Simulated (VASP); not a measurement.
# AlN (P6_3mc) in VASP: relaxation of cell and atoms with HSE06

Aim: the relaxation of cell and atoms of AlN with HSE06.

All numbers are computed with VASP 6.6.1; they aren't measurements. Logs are shortened: lines on timing, memory, paths and dates and some standing lists are left out, and cuts for length are marked.

**1. The cell of the first run**

The structure is hexagonal, space group P6_3mc (No. 186). The conventional cell has a = 3.110 Å, b = 3.110 Å, c = 4.980 Å, α = 90.00°, β = 90.00°, γ = 120.00°. Al (site symmetry 3m) has 4 N at 1.89 to 1.90 Å within 2.5 Å. Within 2.5 Å of N (site symmetry 3m) lie 4 Al at 1.89 to 1.90 Å.

**2. Relaxation of cell and atoms, HSE06**

POSCAR

```
AlN
1.0
    3.1100000000      0.0000000000      0.0000000000
   -1.5550000000      2.6933390058      0.0000000000
    0.0000000000      0.0000000000      4.9800000000
Al N
2 2
Direct
    0.3333333333      0.6666666667      0.0000000000
    0.6666666667      0.3333333333      0.5000000000
    0.3333333333      0.6666666667      0.3820000000
    0.6666666667      0.3333333333      0.8820000000
```

INCAR.step1

```
SYSTEM = AlN
PREC = Accurate
ENCUT = 600
EDIFF = 1E-5
ISMEAR = 0
SIGMA = 0.01
LREAL = .False.
LASPH = .True.
NELM = 100
ALGO = Normal
LWAVE = .True.
LCHARG = .False.
GGA = PE
NBANDS = 16
```

INCAR.step2

```
SYSTEM = AlN
PREC = Accurate
ENCUT = 600
EDIFF = 1E-6
ISMEAR = 0
SIGMA = 0.01
LREAL = .False.
LASPH = .True.
NELM = 100
ALGO = Normal
ISIF = 3
LWAVE = .False.
LCHARG = .False.
GGA = PE
LHFCALC = .True.
HFSCREEN = 0.2079
PRECFOCK = Normal
IBRION = 2
NSW = 80
EDIFFG = -0.003
ISTART = 1
```

KPOINTS

```
Automatic mesh
0
Gamma
  6 6 4
  0 0 0
```

Potentials or basis: VASP PAW PBE potentials, release 64 (Al, N).

Started as:

```console
$ cat potpaw_PBE.64/Al/POTCAR potpaw_PBE.64/N/POTCAR > POTCAR
$ cp INCAR.step1 INCAR
$ mpirun -np 1 vasp_std > vasp.out
$ cp INCAR.step2 INCAR
$ mpirun -np 1 vasp_std > vasp.out
```

OUTCAR:

```text
SYSTEM = AlN
   PREC = Accurate
   ENCUT = 600
   EDIFF = 1E-6
   ISMEAR = 0
   LREAL = .False.
   LASPH = .True.
   NELM = 100
   ISIF = 3
   GGA = PE
   LHFCALC = .True.
   HFSCREEN = 0.2079
   PRECFOCK = Normal
   IBRION = 2
   NSW = 80
   EDIFFG = -0.003
   ISTART = 1

 ion  position               nearest neighbor table
   1  0.333  0.667  0.000-   4 1.89   4 1.89   4 1.89   3 1.90   2 3.07   2 3.07   2 3.07   2 3.07
                             2 3.07   2 3.07
   2  0.667  0.333  0.500-   3 1.89   3 1.89   3 1.89   4 1.90   1 3.07   1 3.07   1 3.07   1 3.07
                             1 3.07   1 3.07
   3  0.333  0.667  0.382-   2 1.89   2 1.89   2 1.89   1 1.90
   4  0.667  0.333  0.882-   1 1.89   1 1.89   1 1.89   2 1.90

  LATTYP: Found a hexagonal cell.
 ALAT       =     3.1100000000
 C/A-ratio  =     1.6012861736

  Lattice vectors:

 A1 = (   3.1100000000,   0.0000000000,   0.0000000000)
 A2 = (  -1.5550000000,   2.6933390058,   0.0000000000)
 A3 = (   0.0000000000,   0.0000000000,   4.9800000000)

Analysis of symmetry for initial positions (statically):
=====================================================================
 Subroutine PRICEL returns:
 Original cell was already a primitive cell.

 Routine SETGRP: Setting up the symmetry group for a
 hexagonal supercell.

 Subroutine GETGRP returns: Found 12 space group operations
 (whereof  6 operations were pure point group operations)
 out of a pool of 24 trial point group operations.

The static configuration has the point symmetry C_3v.
 The point group associated with its full space group is C_6v.

Analysis of symmetry for dynamics (positions and initial velocities):
=====================================================================
 Subroutine PRICEL returns:
 Original cell was already a primitive cell.

 Routine SETGRP: Setting up the symmetry group for a
 hexagonal supercell.

 Subroutine GETGRP returns: Found 12 space group operations
 (whereof  6 operations were pure point group operations)
 out of a pool of 24 trial point group operations.

The dynamic configuration has the point symmetry C_3v.
 The point group associated with its full space group is C_6v.

 Subroutine INISYM returns: Found 12 space group operations
 (whereof  6 operations are pure point group operations),
 and found     1 'primitive' translations

----------------------------------------------------------------------------------------

                                     Primitive cell

  volume of cell :      41.7139

  direct lattice vectors                    reciprocal lattice vectors
     3.110000000  0.000000000  0.000000000     0.321543408  0.185643173  0.000000000
    -1.555000000  2.693339006  0.000000000     0.000000000  0.371286347  0.000000000
     0.000000000  0.000000000  4.980000000     0.000000000  0.000000000  0.200803213

  length of vectors
     3.110000000  3.110000000  4.980000000     0.371286347  0.371286347  0.200803213

  position of ions in fractional coordinates (direct lattice)
     0.333333333  0.666666667  0.000000000
     0.666666667  0.333333333  0.500000000
     0.333333333  0.666666667  0.382000000
     0.666666667  0.333333333  0.882000000

  ion indices of the primitive-cell ions
   primitive index   ion index
                 1           1
                 2           2
                 3           3
                 4           4

----------------------------------------------------------------------------------------

 KPOINTS: Automatic mesh

Automatic generation of k-mesh.
 Grid dimensions read from file:
 generate k-points for:    6    6    4

 Generating k-lattice:

  Cartesian coordinates                     Fractional coordinates (reciprocal lattice)
     0.053590568  0.030940529  0.000000000     0.166666667  0.000000000  0.000000000
     0.000000000  0.061881058  0.000000000     0.000000000  0.166666667  0.000000000
     0.000000000  0.000000000  0.050200803     0.000000000  0.000000000  0.250000000

  Length of vectors
     0.061881058  0.061881058  0.050200803

  Shift w.r.t. Gamma in fractional coordinates (k-lattice)
     0.000000000  0.000000000  0.000000000

 Subroutine IBZKPT returns following result:
 ===========================================

 Found     21 irreducible k-points:

 Following reciprocal coordinates:
            Coordinates               Weight
  0.000000  0.000000  0.000000      1.000000
  0.166667 -0.000000  0.000000      6.000000
  0.333333 -0.000000  0.000000      6.000000
  0.500000 -0.000000  0.000000      3.000000
  0.166667  0.166667  0.000000      6.000000
  0.333333  0.166667  0.000000     12.000000
[... 13 lines left out ...]
  0.333333  0.166667  0.500000     12.000000
  0.333333  0.333333  0.500000      2.000000
   k-points           NKPTS =     21   k-points in BZ     NKDIM =    144   number of bands    NBANDS=     12
   number of dos      NEDOS =    301   number of ions     NIONS =      4
   total plane-waves  NPLWV =  31360
   dimension x,y,z NGX =    28 NGY =   28 NGZ =   40
   dimension x,y,z NGXF=    56 NGYF=   56 NGZF=   80
   ions per type =               2   2
   NGX,Y,Z   is equivalent  to a cutoff of  14.97, 14.97, 13.35 a.u.
   NGXF,Y,Z  is equivalent  to a cutoff of  29.93, 29.93, 26.71 a.u.
 SYSTEM =  AlN
   PREC   = accura    normal or accurate (medium, high low for compatibility)
   ISTART =      1    job   : 0-new  1-cont  2-samecut
   ICHARG =      0    charge: 1-file 2-atom 10-const
   ISPIN  =      1    spin polarized calculation?
   LNONCOLLINEAR =      F non collinear calculations
   LSORBIT =      F    spin-orbit coupling
   LASPH  =      T    aspherical Exc in radial PAW
   ENCUT  =  600.0 eV  44.10 Ry    6.64 a.u.   6.21  6.21  9.95*2*pi/ulx,y,z
   NELM   =    100;   NELMIN=  2; NELMDL=  0     # of ELM steps
   EDIFF  = 0.1E-05   stopping-criterion for ELM
   LREAL  =      F    real-space projection
   EDIFFG = -.3E-02   stopping-criterion for IOM
   NSW    =     80    number of steps for IOM
   IBRION =      2    ionic relax: 0-MD 1-quasi-New 2-CG
   NFREE  =      1    steps in history (QN), initial steepest desc. (CG)
   ISIF   =      3    stress and relaxation
   ISYM   =      3    0-nonsym 1-usesym 2-fastsym
   POTIM  = 0.5000    time-step for ionic-motion
   TEBEG  =    0.0;   TEEND  =   0.0 temperature during run
   PSTRESS=    0.0 pullay stress
   NELECT =      16.0000    total number of electrons
   NUPDOWN=      -1.0000    fix difference up-down
   EMIN   =  10.00;   EMAX   =-10.00  energy-range for DOS
   EFERMI =   0.00;   METHOD = LEGACY
   ISMEAR =     0;   SIGMA  =   0.01  broadening in eV -4-tet -1-fermi 0-gaus
   EFERMI_NEDOS =   21; number of points for ismear=-14 and -15
   IALGO  =     38    algorithm
   IMIX   =      1    mixing-type and parameters
     AMIX     =   0.40;   BMIX     =  1.00
     AMIX_MAG =   1.60;   BMIX_MAG =  1.00
  volume/ion in A,a.u.               =      10.43        70.37
  Fermi-wavevector in a.u.,A,eV,Ry     =   1.189473  2.247778 19.250147  1.414846
  Thomas-Fermi vector in A             =   2.325579
   LORBIT       =      0    0 simple, 1 ext, 2 COOP (PROOUT), +10 PAW based schemes
   GGA     = PE    functional components
   LHFCALC =     T    Hartree Fock is set to
   PRECFOCK=normal    Normal, Fast or Accurate (Low or Medium for compatibility)
   ENCUT4O =  -1.0   cutoff for four orbital integrals eV
   NKREDX  =     1    reduce k-point grid by
   NKREDY  =     1    reduce k-point grid by
   NKREDZ  =     1    reduce k-point grid by
   AEXX    =    0.2500 exact exchange contribution
   HFSCREEN=    0.2079 screening length (either q_TF or 0.3 A-1)
   HFSCREENC=   0.2079 screening length for correlation (either q_TF or 0.3 A-1)
   ENCUTFOCK=  -1.0 apply spherical cutoff to Coloumb kernel
   IVDW    =     0    specifies the selected vdW correction
   LEPSILON=     F    determine dielectric tensor
   LRPA    =     F    only Hartree local field effects (RPA)
 conjugate gradient relaxation of ions
 non-spin polarized calculation
 Gauss-broadening in eV      SIGMA  =   0.01
  energy-cutoff  :      600.00
  volume of cell :       41.71
 maximum number of plane-waves:      1412
 NGX is ok and might be reduce to    28
  NGX = 20; NGY = 20; NGZ = 30

--------------------------------------- Ionic step        1  -------------------------------------------

 number of electron      15.9999999 magnetization

 Free energy of the ion-electron system (eV)
  ---------------------------------------------------
  ext. energy  EPLUGINS =         0.00000000
  ---------------------------------------------------
  free energy    TOTEN  =       -34.89430319 eV

  energy without entropy =      -34.89430319  energy(sigma->0) =      -34.89430319

------------------------ aborting loop because EDIFF is reached ----------------------------------------

  FORCE on cell =-STRESS in cart. coord.  units (eV):
  Direction    XX          YY          ZZ          XY          YZ          ZX
  --------------------------------------------------------------------------------------
  -------------------------------------------------------------------------------------
  Total       -0.3453854     -0.3453854     -0.3621774      0.0000000     -0.0000000      0.0000000
  in kB      -13.2658128    -13.2658128    -13.9107687      0.0000000     -0.0000000      0.0000000
  external PRESSURE =     -13.4807981 kB  Pullay stress =       0.0000000 kB

 VOLUME and BASIS-vectors are now :
 -----------------------------------------------------------------------------
  energy-cutoff  :      600.00
  volume of cell :       41.71
      direct lattice vectors                 reciprocal lattice vectors
     3.110000000  0.000000000  0.000000000     0.321543408  0.185643173  0.000000000
    -1.555000000  2.693339006  0.000000000     0.000000000  0.371286347  0.000000000
     0.000000000  0.000000000  4.980000000     0.000000000  0.000000000  0.200803213
[... 39 lines left out ...]
 POSITION                                       TOTAL-FORCE (eV/Angst)
 -----------------------------------------------------------------------------------
     -0.00000      1.78808      0.00052        -0.000000      0.000000     -0.010675
      1.54852      0.89404      2.47964        -0.000000      0.000000     -0.010675
     -0.00000      1.78808      1.89353        -0.000000     -0.000000      0.010675
      1.54852      0.89404      4.37265         0.000000     -0.000000      0.010675
 -----------------------------------------------------------------------------------
    total drift:                                0.000000     -0.000000     -0.000857

  FREE ENERGIE OF THE ION-ELECTRON SYSTEM (eV)
  ---------------------------------------------------
  free  energy   TOTEN  =       -34.8943074302 eV

  energy  without entropy=      -34.8943074302  energy(sigma->0) =      -34.89430743

--------------------------------------- Ionic step        3  -------------------------------------------

 number of electron      15.9999999 magnetization

 Free energy of the ion-electron system (eV)
  ---------------------------------------------------
  ext. energy  EPLUGINS =         0.00000000
  ---------------------------------------------------
  free energy    TOTEN  =       -34.89543358 eV

  energy without entropy =      -34.89543358  energy(sigma->0) =      -34.89543358

 E-fermi :   5.4374     XC(G=0):  -9.0214

 val. band max:        5.3219100264   @ k =   0.0000   0.0000   0.0000
 cond. band min:      10.9456540997   @ k =   0.0000   0.0000   0.0000
 fundamental gap:      5.6237440733
 Fermi energy:         5.4374154478

 k-point     1 :       0.0000    0.0000    0.0000
  band No.  band energies     occupation
      1     -11.4346      2.00000
      2      -9.1214      2.00000
      3      -1.2246      2.00000
      4       4.3526      2.00000
      5       4.3526      2.00000
      6       5.0790      2.00000
      7       5.0790      2.00000
      8       5.3219      2.00000
      9      10.9457      0.00000
     10      13.5086      0.00000
     11      17.8478      0.00000
     12      18.1352      0.00000

 k-point     2 :       0.1667   -0.0000    0.0000
  band No.  band energies     occupation
      1     -11.0597      2.00000
      2      -8.9184      2.00000
      3      -0.7665      2.00000
      4       2.8347      2.00000
      5       3.7162      2.00000
      6       3.9236      2.00000
      7       4.9883      2.00000
      8       5.1303      2.00000
      9      12.2671      0.00000
     10      14.6215      0.00000
     11      16.1654      0.00000
     12      16.7583      0.00000
[... 305 lines left out ...]
 POSITION                                       TOTAL-FORCE (eV/Angst)
 -----------------------------------------------------------------------------------
     -0.00000      1.79182      0.00026        -0.000000      0.000000      0.000058
      1.55177      0.89591      2.48483        -0.000000      0.000000      0.000058
     -0.00000      1.79182      1.89795         0.000000     -0.000000     -0.000058
      1.55177      0.89591      4.38252        -0.000000      0.000000     -0.000058
 -----------------------------------------------------------------------------------
    total drift:                                0.000000     -0.000000     -0.000241

  FREE ENERGIE OF THE ION-ELECTRON SYSTEM (eV)
  ---------------------------------------------------
  free  energy   TOTEN  =       -34.8954335751 eV

  energy  without entropy=      -34.8954335751  energy(sigma->0) =      -34.89543358

 reached required accuracy - stopping structural energy minimisation
```

It took 50 min on 1 thread of Intel Xeon Platinum 8488C (Sapphire Rapids), shared host; peak memory 0.28 GiB.

What came out:

| Property | Result |
| --- | --- |
| Free energy | -34.8954 eV |
| Relaxed volume | 10.36 Å³/atom |
| Relaxed cell | a = 3.104 Å, b = 3.104 Å, c = 4.969 Å, α = 90.00°, β = 90.00°, γ = 120.00° |
| Space group after relaxing (to 0.1 Å) | P6_3mc (No. 186) |
| Energy gained by relaxing | 0.3 meV/atom |
| Ionic steps | 3 |
| Pressure after relaxing | 0.0 GPa |
| Band gap on the k mesh | 5.62 eV |

Step by step:
```tsv
step	energy change (eV)	largest force (eV/Å)	pressure (GPa)	volume (Å³)
1	0.0000	0.0108	-1.35	41.71
2	0.0000	0.0107	1.35	41.19
3	-0.0011	0.0001	0.01	41.45
```

Final structure:
```xyz
4
Lattice="3.1035 0.0000 0.0000 -1.5518 2.6877 0.0000 0.0000 0.0000 4.9691" Properties=species:S:1:pos:R:3 pbc="T T T"
Al    0.0000    1.7918    0.0003
Al    1.5518    0.8959    2.4848
N     0.0000    1.7918    1.8980
N     1.5518    0.8959    4.3825
```

Caveat: the PAW data sets were made with another functional, which shifts forces and pressure a little.
